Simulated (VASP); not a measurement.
Here is a VASP 6.6.1 calculation.

File INCAR:

```
  ALGO = Normal
  EDIFF = 1E-6
  ENCUT = 500
  GGA = PS
  GGA_COMPAT = False
  ISIF = 2
  ISMEAR = 0
  LASPH = True
  LCHARG = False
  LREAL = False
  LWAVE = False
  NBANDS = 69
  NELM = 120
  PREC = Accurate
  SIGMA = 0.03
```

The input KPOINTS:

```
k-points
0
Gamma
  10 10 2
```

Contents of POSCAR:

```
InSe
1.0
   -1.9999996503     -3.4641010095      0.0000000000
    1.9999996503     -3.4641010095      0.0000000000
    0.0000000000      0.0000000000     25.7000100000
In Se
6 6
Direct
    0.0000000000      0.0000000000      0.7545676158
    0.3333333333      0.3333333333      0.1073561945
    0.6666666667      0.6666666667      0.4309619052
    1.0000000000      1.0000000000      0.8634932980
    0.3333333333      0.3333333333      0.2162818767
    0.6666666667      0.6666666667      0.5398875874
    1.0000000000      1.0000000000      0.3812884286
    0.3333333333      0.3333333333      0.7048941392
    0.6666666667      0.6666666667      0.0576827179
    1.0000000000      1.0000000000      0.5895287034
    0.3333333333      0.3333333333      0.9131344141
    0.6666666667      0.6666666667      0.2659229927
```

Potentials or basis: VASP PAW PBE potentials, release 64 (In_d, Se).

Command:

```sh
$ cat potpaw_PBE.64/In_d/POTCAR potpaw_PBE.64/Se/POTCAR > POTCAR
$ mpirun -np 1 vasp_std > vasp.out
```

Task: Estimate the band gap on the k mesh.

Result: 0.47 eV.

Task: Predict the pressure.

Result: 0.2 GPa.

Stress tensor (GPa, compression positive):
```
 0.37  0.00  0.00
 0.00  0.37  0.00
 0.00  0.00 -0.21
```

Caveat: the cell differs from its parent crystal (the distance across one plane changed); the PAW data sets were made with another functional, which shifts forces and pressure a little; spin-orbit coupling is left out, which moves the levels of the heavy elements; this functional lacks dispersion, which binds layers or chains, so the pressure and a relaxed spacing across them are unreliable. A k mesh can miss the band edges.
